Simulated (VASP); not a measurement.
Crystal: TiCo.

```xyz
2
Lattice="2.9861 0.0000 0.0000 0.0000 2.9861 0.0000 0.0000 0.0000 2.9861" Properties=species:S:1:pos:R:3 pbc="T T T"
Ti    0.0000    0.0000    0.0000
Co    1.4931    1.4931    1.4931
```

Base run:

* Program: VASP 6.6.1
* Functional: PBE
* Potentials or basis: VASP PAW PBE potentials, release 64 (Ti_sv, Co)
* Cutoff: 600 eV
* k mesh: 6 × 6 × 6
* Occupations: gaussian, width 0.1 eV
* Spin: collinear spin, ferromagnetic start
* Starting moments: [0.0, 0.6] μB

Its results: pressure -2.3 GPa; net moment 0.37 μB per cell; site moments Ti -0.09; Co +0.51 μB.

Q: The run is repeated on the same cell with these changes: cutoff from 600 eV to 520 eV; k mesh from 6 × 6 × 6 to 7 × 7 × 7. What comes out?

A: Pressure -1.0 GPa; net moment 0.83 μB per cell; site moments Ti -0.05; Co +0.94 μB.
